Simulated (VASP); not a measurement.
NaMgF3, 5 atoms in the cell. Symmetry: P4mm, No. 99, tetragonal system. The conventional cell has a = 3.951 Å, b = 3.951 Å, c = 3.951 Å, α = 90.00°, β = 90.00°, γ = 90.00°. Na (site symmetry 4mm) has 12 F at 2.79 Å and 8 Mg at 3.28 to 3.58 Å within 3.7 Å. Within 2.3 Å of Mg (site symmetry 4mm) lie 6 F at 1.71 to 2.24 Å. Within 2.3 Å of F (site symmetry 4mm) lie 2 Mg at 1.71 to 2.24 Å. F (site symmetry 2mm) has 2 Mg at 1.99 Å within 2.6 Å.  This cell differs from its parent crystal: all Mg atoms moved +0.263 Å, as atom 2 towards its neighbour atom 3 (F) at 1.975 Å.

* Program: VASP 6.6.1
* Task: single point
* Functional: LDA
* Potentials or basis: VASP PAW LDA potentials, release 64 (Na_pv, Mg, F)
* Cutoff: 520 eV
* k mesh: 6 × 6 × 6
* Occupations: gaussian, width 0.05 eV
* Spin: no spin polarisation
* Dipole correction: no
* Further INCAR settings: ALGO = Normal; EDIFF = 1e-07; NBANDS = 23

Potentials or basis: VASP PAW LDA potentials, release 64 (Na_pv, Mg, F).

The run is started by

```sh
$ cat potpaw_LDA.64/Na_pv/POTCAR potpaw_LDA.64/Mg/POTCAR potpaw_LDA.64/F/POTCAR > POTCAR
$ mpirun -np 1 vasp_std > vasp.out
```

Hardware: 1 thread of Intel(R) Xeon(R) 6975P-C (Granite Rapids), with other jobs on the host.

Estimate the wall time of this run.

Run time: 19 s on 1 thread of Intel(R) Xeon(R) 6975P-C (Granite Rapids), on a shared host, peak memory 0.17 GiB. Counts: scf iterations 13, k points 40.
